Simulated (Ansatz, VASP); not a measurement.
P in VASP and in Ansatz

INCAR

```
SYSTEM = P
PREC = Accurate
ENCUT = 520
EDIFF = 1E-6
ISMEAR = 0
SIGMA = 0.1
LREAL = .FALSE.
LASPH = .TRUE.
NELM = 100
ALGO = Normal
ISIF = 2
LWAVE = .FALSE.
LCHARG = .TRUE.
GGA = PE
LELF = .TRUE.
LVHAR = .TRUE.
NBANDS = 8
```

Contents of KPOINTS:

```
regular mesh
0
G
  16 16 16
  0 0 0
```

File POSCAR:

```
P
1.0
    2.5904423741      0.0000000000      0.0000000000
    0.0000000000      2.5904423741      0.0000000000
    0.0000000000      0.0000000000      2.5904423741
P
1
Direct
    0.5000000000      0.5000000000      0.5000000000
```

Input for Ansatz:

```yaml
crystal:
  lattice:
    - [2.5904423741, 0.0, 0.0]
    - [0.0, 2.5904423741, 0.0]
    - [0.0, 0.0, 2.5904423741]
  atoms:
    - { symbol: P, position: [0.5, 0.5, 0.5] }
basis:
  ecutwfc: 420
kpoints:
  mp_grid: { grid: [16, 16, 16] }
hamiltonian:
  xc: pbe
scf:
  occupations: { method: gaussian, width: 0.1 }
output:
  forces: true
  stress: true
  eigenvalues: true
```

Alike in both runs: task single point; functional PBE; k mesh 16 × 16 × 16; occupations gaussian, width 0.1 eV; no spin polarisation.

```csv
,VASP,Ansatz
version,VASP 6.6.1,Ansatz 0.2.0
potentials or method,"VASP PAW PBE potentials, release 64 (P), cutoff 520 eV","scalar-relativistic, plane waves, PAW"
valence electrons in the cell,5,5
```

|  | VASP | Ansatz | Ansatz less VASP |
| --- | --- | --- | --- |
| gap on the k mesh at the Fermi level (eV) | none | none | - |
| pressure (GPa) | -13.0 | -12.9 | +0.11 |

A gap of «none» marks a metal or a gap that the smearing closes.
